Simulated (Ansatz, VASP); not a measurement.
## One calculation of Si2Cl, two programs

```xyz
3
Lattice="0.0000 3.1437 3.1437 3.1437 0.0000 3.1437 3.1437 3.1437 0.0000" Properties=species:S:1:pos:R:3 pbc="T T T"
Si    1.5719    1.5719    1.5719
Si    4.7156    4.7156    4.7156
Cl    0.0000    0.0000    0.0000
```

Change from the starting cell: species swapped into the Al2Au type (Fm-3m, No. 225).

Alike in both runs: task relaxation of cell and atoms; functional PBE; k mesh 12 × 12 × 12; occupations gaussian, width 0.1 eV; no spin polarisation.

|  | VASP | Ansatz |
| --- | --- | --- |
| version | VASP 6.6.1 | Ansatz 0.2.0 |
| potentials or method | VASP PAW PBE potentials, release 64 (Si, Cl), cutoff 600 eV | scalar-relativistic, plane waves, PAW |
| valence electrons in the cell | 15 | 15 |

VASP gave:

- gap on the k mesh at the Fermi level, each at its own relaxed structure (eV): none
- relaxed volume (Å³/atom): 21.08
- relaxed cell length with the largest relative difference (Å): 4.472

**Question.** Estimate Ansatz's values.

**Answer.** gap on the k mesh at the Fermi level, each at its own relaxed structure (eV): none; relaxed volume (Å³/atom): 21.03; relaxed cell length with the largest relative difference (Å): 4.468.

A gap of «none» marks a metal or a gap that the smearing closes.
